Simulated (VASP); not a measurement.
Here is a VASP 6.6.1 calculation.

File INCAR:

```
SYSTEM = Ge
PREC = Accurate ; ENCUT = 520
EDIFF = 1E-6 ; ISMEAR = -1
SIGMA = 0.05 ; LREAL = .FALSE.
LASPH = .TRUE. ; NELM = 100
ALGO = Normal ; ISIF = 2
LWAVE = .FALSE. ; LCHARG = .TRUE.
GGA = RP ; IVDW = 13
LELF = .TRUE. ; LVHAR = .TRUE.
NBANDS = 13
```

KPOINTS

```
regular mesh
0
G
  11 11 10
  0 0 0
```

POSCAR

```
Ge
1.0
    1.3965125489     -2.4517204391      0.0000000000
    1.3965125489      2.4517204391      0.0000000000
    0.0000000000      0.0000000000      2.6592902041
Ge
1
Direct
    0.5000000000      0.5000000000      0.0000000000
```

Potentials or basis: VASP PAW PBE potentials, release 64 (Ge_d).

The run is started by

```bash
$ cat potpaw_PBE.64/Ge_d/POTCAR > POTCAR
$ mpirun -np 1 vasp_std > vasp.out
```

(1) Estimate the pressure.

(2) What does it give for the band gap on the k mesh?

(3) Estimate the dispersion energy per atom.

Results:

(1) -0.2 GPa.

(2) zero (band 7 reaches 14.02 eV, above the bottom of band 8 at 4.62 eV).

(3) -0.774 eV.

Caveat: the PAW data sets were made with another functional, which shifts forces and pressure a little; pairwise dispersion overbinds metals, which lowers pressure and volume.
